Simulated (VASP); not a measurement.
## Li: relaxation of cell and atoms with HSE06

The system is Li.

```xyz
1
Lattice="-1.7547 1.7547 1.7547 1.7547 -1.7547 1.7547 1.7547 1.7547 -1.7547" Properties=species:S:1:pos:R:3 pbc="T T T"
Li    0.0000    0.0000    0.0000
```

```
Program                            : VASP 6.6.1
Task                               : relaxation of cell and atoms
Functional                         : HSE06
Potentials or basis                : VASP PAW PBE potentials, release 64 (Li_sv)
Cutoff                             : 600 eV
k mesh                             : 6 × 6 × 6
Occupations                        : fermi-dirac, width 0.05 eV
Spin                               : no spin polarisation
Dipole correction                  : no
Grid for exact exchange (PRECFOCK) : Normal
Further INCAR settings             : ALGO = Normal; EDIFF = 1e-06; IBRION = 2; EDIFFG = -0.01; NSW = 60; ISIF = 3
Screening parameter                : 0.2079 1/Å
```

| Item | Value |
| --- | --- |
| Relaxed volume | 20.72 Å³/atom |
| Relaxed cell | a = 2.997 Å, b = 2.997 Å, c = 2.997 Å, α = 109.47°, β = 109.47°, γ = 109.47° |
| Space group after relaxing (to 0.05 Å) | Im-3m (No. 229) |
| Energy gained by relaxing | 1.5 meV/atom |
| Ionic steps | 3 |
| Pressure after relaxing | 0.0 GPa |

Step by step:
```
step  energy change (eV)  largest force (eV/Å)  pressure (GPa)  volume (Å³)
   1              0.0000                0.0000           -0.53        21.61
   2             -0.0006                0.0000           -0.42        21.39
   3             -0.0015                0.0000           -0.04        20.72
```

Final structure:
```cif
data_structure
_symmetry_space_group_name_H-M 'P 1'
_symmetry_Int_Tables_number 1
_cell_length_a 2.9970
_cell_length_b 2.9970
_cell_length_c 2.9970
_cell_angle_alpha 109.471
_cell_angle_beta 109.471
_cell_angle_gamma 109.471
_cell_volume 20.72
loop_
_atom_site_label
_atom_site_type_symbol
_atom_site_fract_x
_atom_site_fract_y
_atom_site_fract_z
_atom_site_occupancy
Li1 Li 0.00000 0.00000 0.00000 1
```

Levels at points of the mesh, in eV from the Fermi level:
```
           k point  band 1  band 2  band 3  band 4  band 5
(0.00, 0.00, 0.00)  -50.29   -4.36   15.18   15.18   15.18
(0.50, 0.00, 0.00)  -50.27    0.32    3.42   10.91   12.36
(0.50, 0.50, 0.50)  -50.26    5.99    5.99    5.99    8.16
```

It took 6.9 min on 1 thread of AMD EPYC 7R43 64-Core Processor (Zen 3), on a shared host, peak memory 0.18 GiB.

Caveat: the k points lie up to 0.43 Å⁻¹ apart in the final cell; the cutoff is under 1.25 times the usual one of these potentials, so pressure, stress and relaxed cells hold a basis-set (Pulay) error; the PAW data sets were made with another functional, which shifts forces and pressure a little.
